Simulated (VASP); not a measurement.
A run of VASP 6.6.1:

INCAR

```
SYSTEM = SnO2
PREC = Accurate
ENCUT = 520
EDIFF = 1E-6
ISMEAR = -1
SIGMA = 0.05
LREAL = .False.
LASPH = .True.
NELM = 100
ALGO = Normal
ISIF = 2
LWAVE = .False.
LCHARG = .False.
GGA = PS
NBANDS = 35
```

KPOINTS

```
regular mesh
0
Gamma
  6 6 8
  0 0 0
```

POSCAR

```
SnO2
1.0
    4.7380000000      0.0000000000      0.0000000000
    0.0000000000      4.7380000000      0.0000000000
    0.0000000000      0.0000000000      3.1865000000
Sn O
2 4
Direct
    0.5000000000      0.5000000000      0.5000000000
    0.0000000000      0.0000000000      0.0000000000
    0.8071000000      0.1929000000      0.5000000000
    0.6929000000      0.6929000000      0.0000000000
    0.1929000000      0.8071000000      0.5000000000
    0.3071000000      0.3071000000      0.0000000000
```

Potentials or basis: VASP PAW PBE potentials, release 64 (Sn_d, O).

The run is started by

```bash
$ cat potpaw_PBE.64/Sn_d/POTCAR potpaw_PBE.64/O/POTCAR > POTCAR
$ mpirun -np 1 vasp_std > vasp.out
```

Hardware: 1 thread of AMD EPYC 9R45 96-Core Processor (Zen 5) (shared host).

Q: How long does it take, and how much memory?

A: Run time: 46 s on 1 thread of AMD EPYC 9R45 96-Core Processor (Zen 5), with other jobs on the host, peak memory 0.2 GiB. Counts: scf iterations 12, k points 50.
